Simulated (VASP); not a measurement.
Wanted: the native input for a VASP 6.6.1 run.

| Property | Result |
| --- | --- |
| Task | single point |
| Functional | PBE |
| Potentials or basis | VASP PAW PBE potentials, release 64 (Fe) |
| Cutoff | 520 eV |
| k mesh | 21 × 21 × 6 |
| Occupations | gaussian, width 0.1 eV |
| Spin | no spin polarisation |
| Dipole correction | no |
| Further INCAR settings | ALGO = Fast; EDIFF = 1e-06; NBANDS = 24 |

The structure of Fe lies in POSCAR:

```
Fe
1.0
    2.4489735400      0.0000000000      0.0000000000
   -1.2244867700      2.1208732988      0.0000000000
    0.0000000000      0.0000000000      7.8879654934
Fe
4
Direct
    0.0000000000      0.0000000000      0.0000000000
    0.3333333333      0.6666666667      0.2500000000
    0.0000000000      0.0000000000      0.5000000000
    0.6666666667      0.3333333333      0.7500000000
```

This isn't the form of Fe at room conditions, which is bcc.

One way to write it, as run:

INCAR

```
PREC = Accurate ; ENCUT = 520
EDIFF = 1E-6 ; ISMEAR = 0
SIGMA = 0.1 ; LREAL = F
LASPH = T ; NELM = 100
ALGO = Fast ; ISIF = 2
LWAVE = F ; LCHARG = F
GGA = PE ; NBANDS = 24
```

KPOINTS

```
regular mesh
0
Gamma
  21 21 6
```

Potentials or basis: VASP PAW PBE potentials, release 64 (Fe).

The run is started by

```console
$ cat potpaw_PBE.64/Fe/POTCAR > POTCAR
$ mpirun -np 1 vasp_std > vasp.out
```

It gave:

| Property | Result |
| --- | --- |
| Pressure | -0.6 GPa |
| Band gap on the k mesh | zero (bands 16 and 17 overlap by 1.73 eV) |

Caveat: the run has no spin polarisation, though such a crystal can be magnetic.

Run time: 2.4 min on 1 thread of Intel(R) Xeon(R) Platinum 8488C (Sapphire Rapids), with other jobs on the host, peak memory 0.25 GiB.
